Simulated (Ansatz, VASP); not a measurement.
**HgTe: VASP beside Ansatz**

```
Hg Te
1.0
    -2.92378    2.92378    1.55941
     2.92378   -2.92378    1.55941
     2.92378    2.92378   -1.55941
Hg Te
1 1
Direct
  0.75000 0.25000 0.50000
  0.00000 0.00000 0.00000
```

Change from the starting cell: strain_xy = -0.04.

Alike in both runs: functional PBEsol; k mesh 10 × 10 × 10; occupations fermi-dirac, width 0.05 eV; no spin polarisation.

|  | VASP | Ansatz |
| --- | --- | --- |
| version | VASP 6.6.1 | Ansatz 0.2.0 |
| potentials or method | VASP PAW PBE potentials, release 64 (Hg, Te), cutoff 520 eV | all-electron LAPW, scalar-relativistic |
| task | single point | band structure |

|  | VASP | Ansatz | Ansatz less VASP |
| --- | --- | --- | --- |
| gap on the k mesh at the Fermi level (eV) | none | none | - |
| pressure (GPa) | 0.1 | -0.1 | -0.16 |
| traceless stress, the component that is largest in VASP (GPa) | 2.47 | 2.47 | -0.001 |

VASP's potentials were made for PBE, not for PBEsol. A gap of «none» marks a metal or a gap that the smearing closes. Ansatz ran all-electron here, and VASP with PAW potentials.

Spin-orbit coupling is off throughout.
